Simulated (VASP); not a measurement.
A run of VASP 6.6.1 is set up as follows.

File INCAR:

```
SYSTEM = Hf
PREC = Accurate
ENCUT = 520
EDIFF = 1E-7
ISMEAR = 0
SIGMA = 0.15
LREAL = .False.
LASPH = .True.
NELM = 60
ALGO = Fast
ISIF = 2
LWAVE = .False.
LCHARG = .False.
GGA = PS
NBANDS = 11
```

The input KPOINTS:

```
Automatic mesh
0
Gamma
  18 18 18
  0 0 0
```

The input POSCAR:

```
Hf
1.0
   -1.7598750000      1.7598750000      1.8952500000
    1.7598750000     -1.7598750000      1.8952500000
    1.7598750000      1.7598750000     -1.8952500000
Hf
1
Direct
    0.0000000000      0.0000000000      0.0000000000
```

Potentials or basis: VASP PAW PBE potentials, release 64 (Hf_pv).

Launch:

```sh
$ cat potpaw_PBE.64/Hf_pv/POTCAR > POTCAR
$ mpirun -np 1 vasp_std > vasp.out
```

**Question.** Estimate the pressure.

**Answer.** -9.0 GPa.

**Question.** Estimate the band gap on the k mesh.

**Answer.** Zero (bands 5 and 6 overlap by 2.02 eV).

Stress tensor (GPa, compression positive):
```
-9.96  0.00  0.00
 0.00 -9.96  0.00
 0.00  0.00 -6.95
```

Caveat: the cell differs from its parent crystal (strain -0.025 along x and y, +0.050 along z); the cell stands under tension; the PAW data sets were made with another functional, which shifts forces and pressure a little; spin-orbit coupling is left out, which moves the levels of the heavy elements.
